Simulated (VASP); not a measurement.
# TiO2 (P4_2/mnm) in VASP: further runs

Runs on TiO2. Level: PBEsol+U. Tasks: single point.

Everything below comes from runs of VASP 6.6.1. Logs are shortened: lines on timing, memory, paths and dates and some standing lists are left out, and cuts for length are marked.

## Step 1: The cell of the first run

It takes space group P4_2/mnm (No. 136, tetragonal). The conventional cell has a = 4.594 Å, b = 4.594 Å, c = 2.959 Å, α = 90.00°, β = 90.00°, γ = 90.00°. Within 2.6 Å of Ti (site symmetry mmm) lie 6 O at 1.94 to 1.99 Å. Within 2.6 Å of O (site symmetry m2m) lie 3 Ti at 1.94 to 1.99 Å and 1 O at 2.52 Å.

## Step 2: Single point, PBEsol+U, collinear spin

INCAR reads:

```
SYSTEM = TiO2
ALGO = Normal
EDIFF = 1E-6
ENCUT = 910
GGA = PS
GGA_COMPAT = .FALSE.
ISIF = 2
ISMEAR = -1
ISPIN = 2
LASPH = .TRUE.
LCHARG = .FALSE.
LDAU = .TRUE.
LDAUJ = 0 0
LDAUL = 2 -1
LDAUPRINT = 1
LDAUTYPE = 2
LDAUU = 3.5 0
LMAXMIX = 4
LORBIT = 11
LREAL = .FALSE.
LWAVE = .FALSE.
MAGMOM = 1 1 0 0 0 0
NBANDS = 37
NELM = 200
PREC = Accurate
SIGMA = 0.1
```

KPOINTS reads:

```
k-points
0
G
  4 4 7
  0 0 0
```

POSCAR reads:

```
TiO2
1.0
    4.5941000000      0.0000000000      0.0000000000
    0.0000000000      4.5941000000      0.0000000000
    0.0000000000      0.0000000000      2.9589000000
Ti O
2 4
Direct
    0.0000000000      0.0000000000      0.0000000000
    0.5000000000      0.5000000000      0.5000000000
    0.3057000000      0.3057000000      0.0000000000
    0.1943000000      0.8057000000      0.5000000000
    0.6943000000      0.6943000000      0.0000000000
    0.8057000000      0.1943000000      0.5000000000
```

Potentials or basis: VASP PAW PBE potentials, release 64 (Ti_sv, O_h).

Launch:

```
> cat potpaw_PBE.64/Ti_sv/POTCAR potpaw_PBE.64/O_h/POTCAR > POTCAR
> mpirun -np 1 vasp_std > vasp.out
```

OUTCAR:

```text
SYSTEM = TiO2
   EDIFF = 1E-6
   ENCUT = 910
   GGA = PS
   ISIF = 2
   ISMEAR = -1
   ISPIN = 2
   LASPH = .TRUE.
   LORBIT = 11
   LREAL = .FALSE.
   NELM = 200
   PREC = Accurate

 ion  position               nearest neighbor table
   1  0.000  0.000  0.000-   4 1.94   6 1.94   4 1.94   6 1.94   5 1.99   3 1.99
   2  0.500  0.500  0.500-   3 1.94   5 1.94   3 1.94   5 1.94   4 1.99   6 1.99
   3  0.306  0.306  0.000-   2 1.94   2 1.94   1 1.99
   4  0.194  0.806  0.500-   1 1.94   1 1.94   2 1.99
   5  0.694  0.694  0.000-   2 1.94   2 1.94   1 1.99
   6  0.806  0.194  0.500-   1 1.94   1 1.94   2 1.99

  LATTYP: Found a simple tetragonal cell.
 ALAT       =     4.5941000000
 C/A-ratio  =     0.6440652141

  Lattice vectors:

 A1 = (   4.5941000000,   0.0000000000,   0.0000000000)
 A2 = (   0.0000000000,   4.5941000000,   0.0000000000)
 A3 = (   0.0000000000,   0.0000000000,   2.9589000000)

Analysis of symmetry for initial positions (statically):
=====================================================================
 Subroutine PRICEL returns:
 Original cell was already a primitive cell.

 Routine SETGRP: Setting up the symmetry group for a
 simple tetragonal supercell.

 Subroutine GETGRP returns: Found 16 space group operations
 (whereof  8 operations were pure point group operations)
 out of a pool of 16 trial point group operations.

The static configuration has the point symmetry D_2h.
 The point group associated with its full space group is D_4h.

Analysis of symmetry for dynamics (positions and initial velocities):
=====================================================================
 Subroutine PRICEL returns:
 Original cell was already a primitive cell.

 Routine SETGRP: Setting up the symmetry group for a
 simple tetragonal supercell.

 Subroutine GETGRP returns: Found 16 space group operations
 (whereof  8 operations were pure point group operations)
 out of a pool of 16 trial point group operations.

The dynamic configuration has the point symmetry D_2h.
 The point group associated with its full space group is D_4h.

Analysis of structural, dynamic, and magnetic symmetry:
=====================================================================
 Subroutine PRICEL returns:
 Original cell was already a primitive cell.

 Routine SETGRP: Setting up the symmetry group for a
 simple tetragonal supercell.

 Subroutine GETGRP returns: Found 16 space group operations
 (whereof  8 operations were pure point group operations)
 out of a pool of 16 trial point group operations.

The overall configuration has the point symmetry D_2h.
 The point group associated with its full space group is D_4h.

 Subroutine INISYM returns: Found 16 space group operations
 (whereof  8 operations are pure point group operations),
 and found     1 'primitive' translations

----------------------------------------------------------------------------------------

                                     Primitive cell

  volume of cell :      62.4498

  direct lattice vectors                    reciprocal lattice vectors
     4.594100000  0.000000000  0.000000000     0.217670490  0.000000000  0.000000000
     0.000000000  4.594100000  0.000000000     0.000000000  0.217670490  0.000000000
     0.000000000  0.000000000  2.958900000     0.000000000  0.000000000  0.337963432

  length of vectors
     4.594100000  4.594100000  2.958900000     0.217670490  0.217670490  0.337963432

  position of ions in fractional coordinates (direct lattice)
     0.000000000  0.000000000  0.000000000
     0.500000000  0.500000000  0.500000000
     0.305700000  0.305700000  0.000000000
     0.194300000  0.805700000  0.500000000
     0.694300000  0.694300000  0.000000000
     0.805700000  0.194300000  0.500000000

  ion indices of the primitive-cell ions
   primitive index   ion index
                 1           1
                 2           2
                 3           3
                 4           4
                 5           5
                 6           6

----------------------------------------------------------------------------------------

 KPOINTS: k-points

Automatic generation of k-mesh.
[... 108 lines left out ...]

atom =   1  type =  1  l = 2

 onsite density matrix

spin component  1

  0.1971  0.0000 -0.0743  0.0000  0.0000
  0.0000  0.1902  0.0000 -0.0870  0.0000
 -0.0743  0.0000  0.1353  0.0000 -0.0000
  0.0000 -0.0870  0.0000  0.1902  0.0000
  0.0000  0.0000 -0.0000  0.0000  0.1031

spin component  2

  0.1971  0.0000 -0.0743  0.0000  0.0000
  0.0000  0.1902  0.0000 -0.0870  0.0000
 -0.0743  0.0000  0.1353  0.0000 -0.0000
  0.0000 -0.0870  0.0000  0.1902  0.0000
  0.0000  0.0000 -0.0000  0.0000  0.1032

 occupancies and eigenvectors

  o =  0.0857  v = -0.5551  0.0000 -0.8318  0.0000 -0.0000  0.0000  0.0000  0.0000  0.0000  0.0000      0.0000  0.0000  0.0000  0.0000  0.0000  0.0000  0.0000  0.0000  0.0000  0.0000
  o =  0.0857  v =  0.0000  0.0000  0.0000  0.0000  0.0000 -0.5551  0.0000 -0.8318  0.0000 -0.0000      0.0000  0.0000  0.0000  0.0000  0.0000  0.0000  0.0000  0.0000  0.0000  0.0000
  o =  0.1031  v = -0.0000 -0.0000 -0.0000  0.0000  1.0000  0.0000  0.0000  0.0000  0.0000  0.0000      0.0000  0.0000  0.0000  0.0000  0.0000  0.0000  0.0000  0.0000  0.0000  0.0000
  o =  0.1032  v =  0.0000 -0.7071  0.0000 -0.7071 -0.0000  0.0000  0.0000  0.0000  0.0000  0.0000      0.0000  0.0000  0.0000  0.0000  0.0000  0.0000  0.0000  0.0000  0.0000  0.0000
  o =  0.1032  v =  0.0000  0.0000  0.0000  0.0000  0.0000 -0.0000 -0.0000 -0.0000 -0.0000  1.0000      0.0000  0.0000  0.0000  0.0000  0.0000  0.0000  0.0000  0.0000  0.0000  0.0000
  o =  0.1032  v =  0.0000  0.0000  0.0000  0.0000  0.0000  0.0000 -0.7071  0.0000 -0.7071 -0.0000      0.0000  0.0000  0.0000  0.0000  0.0000  0.0000  0.0000  0.0000  0.0000  0.0000
  o =  0.2467  v = -0.8318  0.0000  0.5551  0.0000 -0.0000  0.0000  0.0000  0.0000  0.0000  0.0000      0.0000  0.0000  0.0000  0.0000  0.0000  0.0000  0.0000  0.0000  0.0000  0.0000
  o =  0.2467  v =  0.0000  0.0000  0.0000  0.0000  0.0000 -0.8318  0.0000  0.5551  0.0000 -0.0000      0.0000  0.0000  0.0000  0.0000  0.0000  0.0000  0.0000  0.0000  0.0000  0.0000
  o =  0.2772  v =  0.0000  0.7071  0.0000 -0.7071  0.0000  0.0000  0.0000  0.0000  0.0000  0.0000      0.0000  0.0000  0.0000  0.0000  0.0000  0.0000  0.0000  0.0000  0.0000  0.0000
  o =  0.2773  v =  0.0000  0.0000  0.0000  0.0000  0.0000  0.0000  0.7071 -0.0000 -0.7071  0.0000      0.0000  0.0000  0.0000  0.0000  0.0000  0.0000  0.0000  0.0000  0.0000  0.0000

atom =   2  type =  1  l = 2

 onsite density matrix

spin component  1

  0.1971  0.0000  0.0743  0.0000  0.0000
  0.0000  0.1902  0.0000  0.0870  0.0000
  0.0743  0.0000  0.1353  0.0000  0.0000
  0.0000  0.0870  0.0000  0.1902  0.0000
  0.0000  0.0000  0.0000  0.0000  0.1031

spin component  2

  0.1971  0.0000  0.0743  0.0000  0.0000
  0.0000  0.1902  0.0000  0.0870  0.0000
  0.0743  0.0000  0.1353  0.0000  0.0000
  0.0000  0.0870  0.0000  0.1902  0.0000
  0.0000  0.0000  0.0000  0.0000  0.1032

 occupancies and eigenvectors

  o =  0.0857  v = -0.5551  0.0000  0.8318  0.0000 -0.0000  0.0000  0.0000  0.0000  0.0000  0.0000      0.0000  0.0000  0.0000  0.0000  0.0000  0.0000  0.0000  0.0000  0.0000  0.0000
  o =  0.0857  v =  0.0000  0.0000  0.0000  0.0000  0.0000 -0.5551  0.0000  0.8318  0.0000 -0.0000      0.0000  0.0000  0.0000  0.0000  0.0000  0.0000  0.0000  0.0000  0.0000  0.0000
  o =  0.1031  v = -0.0000 -0.0000  0.0000  0.0000  1.0000  0.0000  0.0000  0.0000  0.0000  0.0000      0.0000  0.0000  0.0000  0.0000  0.0000  0.0000  0.0000  0.0000  0.0000  0.0000
  o =  0.1032  v =  0.0000  0.7071  0.0000 -0.7071  0.0000  0.0000  0.0000  0.0000  0.0000  0.0000      0.0000  0.0000  0.0000  0.0000  0.0000  0.0000  0.0000  0.0000  0.0000  0.0000
  o =  0.1032  v =  0.0000  0.0000  0.0000  0.0000  0.0000 -0.0000 -0.0000  0.0000  0.0000  1.0000      0.0000  0.0000  0.0000  0.0000  0.0000  0.0000  0.0000  0.0000  0.0000  0.0000
  o =  0.1032  v =  0.0000  0.0000  0.0000  0.0000  0.0000  0.0000  0.7071  0.0000 -0.7071  0.0000      0.0000  0.0000  0.0000  0.0000  0.0000  0.0000  0.0000  0.0000  0.0000  0.0000
  o =  0.2467  v = -0.8318  0.0000 -0.5551  0.0000 -0.0000  0.0000  0.0000  0.0000  0.0000  0.0000      0.0000  0.0000  0.0000  0.0000  0.0000  0.0000  0.0000  0.0000  0.0000  0.0000
  o =  0.2467  v =  0.0000  0.0000  0.0000  0.0000  0.0000 -0.8318  0.0000 -0.5551  0.0000 -0.0000      0.0000  0.0000  0.0000  0.0000  0.0000  0.0000  0.0000  0.0000  0.0000  0.0000
  o =  0.2772  v =  0.0000 -0.7071  0.0000 -0.7071 -0.0000  0.0000  0.0000  0.0000  0.0000  0.0000      0.0000  0.0000  0.0000  0.0000  0.0000  0.0000  0.0000  0.0000  0.0000  0.0000
  o =  0.2773  v =  0.0000  0.0000  0.0000  0.0000  0.0000  0.0000 -0.7071  0.0000 -0.7071 -0.0000      0.0000  0.0000  0.0000  0.0000  0.0000  0.0000  0.0000  0.0000  0.0000  0.0000

 number of electron      48.0000006 magnetization      -0.0000094

 Free energy of the ion-electron system (eV)
  ---------------------------------------------------
  ext. energy  EPLUGINS =         0.00000000
  ---------------------------------------------------
  free energy    TOTEN  =       -51.41324666 eV

  energy without entropy =      -51.41324418  energy(sigma->0) =      -51.41324542

 E-fermi :   6.5440     XC(G=0): -11.7147

 val. band max:        5.4721647805   @ k =   0.0000   0.0000   0.0000
 cond. band min:       7.7826457378   @ k =   0.0000   0.0000   0.0000
 fundamental gap:      2.3104809573
 Fermi energy:         6.5440109679

 spin component 1

 k-point     1 :       0.0000    0.0000    0.0000
  band No.  band energies     occupation
      1     -52.0724      1.00000
      2     -52.0558      1.00000
      3     -28.4472      1.00000
      4     -28.4472      1.00000
      5     -28.2917      1.00000
      6     -28.2917      1.00000
[... 925 lines left out ...]
     35      16.7734      0.00000
     36      16.7734      0.00000
 Fermi energy:         6.5440109679

 spin component 2

 k-point     1 :       0.0000    0.0000    0.0000
  band No.  band energies     occupation
      1     -52.0722      1.00000
      2     -52.0556      1.00000
      3     -28.4471      1.00000
      4     -28.4471      1.00000
      5     -28.2916      1.00000
      6     -28.2916      1.00000
[... 925 lines left out ...]
     35      16.7734      0.00000
     36      16.7734      0.00000
 [bands above 36 left out]

------------------------ aborting loop because EDIFF is reached ----------------------------------------

  FORCE on cell =-STRESS in cart. coord.  units (eV):
  Direction    XX          YY          ZZ          XY          YZ          ZX
  --------------------------------------------------------------------------------------
  -------------------------------------------------------------------------------------
  Total        1.6059844      1.6059844      2.7366462      0.0000000      0.0000000      0.0000000
  in kB       41.2022318     41.2022318     70.2098534      0.0000000      0.0000000      0.0000000
  external PRESSURE =      50.8714390 kB  Pullay stress =       0.0000000 kB

 VOLUME and BASIS-vectors are now :
 -----------------------------------------------------------------------------
  energy-cutoff  :      910.00
  volume of cell :       62.45
      direct lattice vectors                 reciprocal lattice vectors
     4.594100000  0.000000000  0.000000000     0.217670490  0.000000000  0.000000000
     0.000000000  4.594100000  0.000000000     0.000000000  0.217670490  0.000000000
     0.000000000  0.000000000  2.958900000     0.000000000  0.000000000  0.337963432

 POSITION                                       TOTAL-FORCE (eV/Angst)
 -----------------------------------------------------------------------------------
      0.00000      0.00000      0.00000         0.000000     -0.000000      0.000000
      2.29705      2.29705      1.47945         0.000000     -0.000000      0.000000
      1.40442      1.40442      0.00000        -0.185718     -0.185718      0.000000
      0.89263      3.70147      1.47945         0.185718     -0.185718      0.000000
      3.18968      3.18968      0.00000         0.185718      0.185718     -0.000000
      3.70147      0.89263      1.47945        -0.185718      0.185718     -0.000000
 -----------------------------------------------------------------------------------
    total drift:                                0.000000     -0.000000     -0.000000

  FREE ENERGIE OF THE ION-ELECTRON SYSTEM (eV)
  ---------------------------------------------------
  free  energy   TOTEN  =       -51.4132466645 eV

  energy  without entropy=      -51.4132441845  energy(sigma->0) =      -51.41324542

 total charge

# of ion       s       p       d       tot
------------------------------------------
    1        2.235   6.323   1.603  10.162
    2        2.235   6.323   1.603  10.162
    3        1.037   2.348   0.000   3.385
    4        1.037   2.348   0.000   3.385
    5        1.037   2.348   0.000   3.385
    6        1.037   2.348   0.000   3.385
--------------------------------------------------
tot          8.619  22.038   3.207  33.864

 magnetization (x)

# of ion       s       p       d       tot
------------------------------------------
    1        0.000   0.000   0.000   0.000
    2        0.000   0.000   0.000   0.000
    3       -0.000  -0.000   0.000  -0.000
    4       -0.000  -0.000   0.000  -0.000
    5       -0.000  -0.000   0.000  -0.000
    6       -0.000  -0.000   0.000  -0.000
--------------------------------------------------
tot         -0.000  -0.000   0.000  -0.000
```

It took 2.8 min on 1 thread of Intel Xeon Platinum 8375C at 2.90GHz (Ice Lake), shared host; peak memory 0.41 GiB.

What came out:

```
Free energy                                           : -51.4132 eV
Pressure                                              : 5.1 GPa
Largest force                                         : 0.263 eV/Å
Band gap on the k mesh                                : 2.31 eV
Net moment                                            : 0.00 μB per cell
Valence electrons inside the program's atomic spheres : Ti 10.16; O 3.38
```

Forces on the atoms (eV/Å):
```
Ti   0.000  0.000  0.000
Ti   0.000  0.000  0.000
O   -0.186 -0.186  0.000
O    0.186 -0.186  0.000
O    0.186  0.186  0.000
O   -0.186  0.186  0.000
```

Eigenvalues of the final occupation matrices:
```tsv
site	spin	trace	eigenvalues
site 1 d	1	0.82	0.09 0.10 0.10 0.25 0.28
site 1 d	2	0.82	0.09 0.10 0.10 0.25 0.28
site 2 d	1	0.82	0.09 0.10 0.10 0.25 0.28
site 2 d	2	0.82	0.09 0.10 0.10 0.25 0.28
```

Caveat: the cutoff is under 1.25 times the usual one of these potentials, so pressure, stress and relaxed cells hold a basis-set (Pulay) error; the cell stands under pressure; the PAW data sets were made with another functional, which shifts forces and pressure a little; an odd mesh through Γ misses points on the zone boundary, where band edges can lie.

[end of part 1 of 2]
